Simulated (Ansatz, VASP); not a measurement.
**One calculation of PbS, two programs**

INCAR

```
SYSTEM = PbS
PREC = Accurate ; ENCUT = 500
EDIFF = 1E-6 ; ISMEAR = -1
SIGMA = 0.01 ; LREAL = .FALSE.
LASPH = .TRUE. ; NELM = 120
ALGO = Normal ; ISIF = 2
LWAVE = .FALSE. ; LCHARG = .FALSE.
GGA = PS ; NBANDS = 28
GGA_COMPAT = .FALSE.
```

KPOINTS

```
regular mesh
0
G
  1 1 1
  0 0 0
```

POSCAR

```
PbS
1.0
    2.9405000000     -2.9000000000      0.0000000000
    2.9405000000      2.9000000000      0.0000000000
   -1.0800550000      0.0000000000     11.7092940000
Pb S
2 2
Direct
    0.7756000000      0.7756000000      0.6363800000
    0.2244000000      0.2244000000      0.3636200000
    0.2684000000      0.2684000000      0.5986000000
    0.7316000000      0.7316000000      0.4014000000
```

Input for Ansatz:

```yaml
crystal:
  lattice:
    - [2.9405, -2.9, 0.0]
    - [2.9405, 2.9, 0.0]
    - [-1.080055, 0.0, 11.709294]
  atoms:
    - { symbol: Pb, position: [0.7756, 0.7756, 0.63638] }
    - { symbol: Pb, position: [0.2244, 0.2244, 0.36362] }
    - { symbol: S, position: [0.2684, 0.2684, 0.5986] }
    - { symbol: S, position: [0.7316, 0.7316, 0.4014] }
accuracy: medium
kpoints:
  mp_grid:
    grid: [1, 1, 1]
hamiltonian:
  xc:
    exchange: pbesol
    correlation: pbesol
  pseudopotentials:
    kind: nc
scf:
  n_extra_bands: 4
  occupations:
    method: fermi_dirac
    width: 0.01
output:
  eigenvalues: true
```

Alike in both runs: task single point; functional PBEsol; k mesh 1 × 1 × 1; occupations fermi-dirac, width 0.01 eV; no spin polarisation.

|  | VASP | Ansatz |
| --- | --- | --- |
| version | VASP 6.6.1 | Ansatz 0.2.0 |
| potentials or method | VASP PAW PBE potentials, release 64 (Pb_d, S) | plane waves, norm-conserving potentials |
| plane-wave cutoff (eV) | 500 | 850 |
| valence electrons in the cell | 40 | 40 |

Ansatz gave:

| Item | Value |
| --- | --- |
| gap on the k mesh at the Fermi level (eV) | 0.95 |

What did VASP give for the same quantities?

gap on the k mesh at the Fermi level (eV): 0.97.

VASP's potentials were made for PBE, not for PBEsol. The functional is the same, so the differences come from potentials, cutoffs and numerics.

Spin-orbit coupling is off throughout.
